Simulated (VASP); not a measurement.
**GaAs: single point with HSE06**

Crystal: GaAs.

```
Ga As
1.0
     0.00000    2.66376    2.66376
     2.66376    0.00000    2.66376
     2.66376    2.66376    0.00000
Ga As
1 1
Direct
  0.00000 0.00000 0.00000
  0.50000 0.50000 0.50000
```

- Program: VASP 6.6.1
- Task: single point
- Functional: HSE06
- Potentials or basis: VASP PAW PBE potentials, release 64 (Ga_d, As)
- Cutoff: 520 eV
- k mesh: 5 × 5 × 5
- Occupations: fermi-dirac, width 0.05 eV
- Spin: no spin polarisation
- Dipole correction: no
- Grid for exact exchange (PRECFOCK): Normal
- Further INCAR settings: ALGO = Normal; EDIFF = 1e-06; NBANDS = 16
- Share of exact exchange: 0.25
- Screening parameter: 0.2079 1/Å

```json
{
 "Pressure": "0.0 GPa",
 "Band gap on the k mesh": "zero (bands 9 and 10 overlap by 3.34 eV)"
}
```

Levels at points of the mesh, in eV from the Fermi level:
| k point | band 5 | band 6 | band 7 | band 8 | band 9 | band 10 | band 11 | band 12 | band 13 | band 14 |
| --- | --- | --- | --- | --- | --- | --- | --- | --- | --- | --- |
| (0.00, 0.00, 0.00) | -17.93 | -15.06 | -0.21 | -0.21 | -0.21 | 0.60 | 7.74 | 7.74 | 7.74 | 8.57 |

Wall time 27 min on 1 thread of AMD EPYC 7R13 Processor (Zen 3), with other jobs on the host, peak memory 0.24 GiB.

Caveat: the k points lie up to 0.41 Å⁻¹ apart, too coarse for converged energies and pressures of a metal; the PAW data sets were made with another functional, which shifts forces and pressure a little.
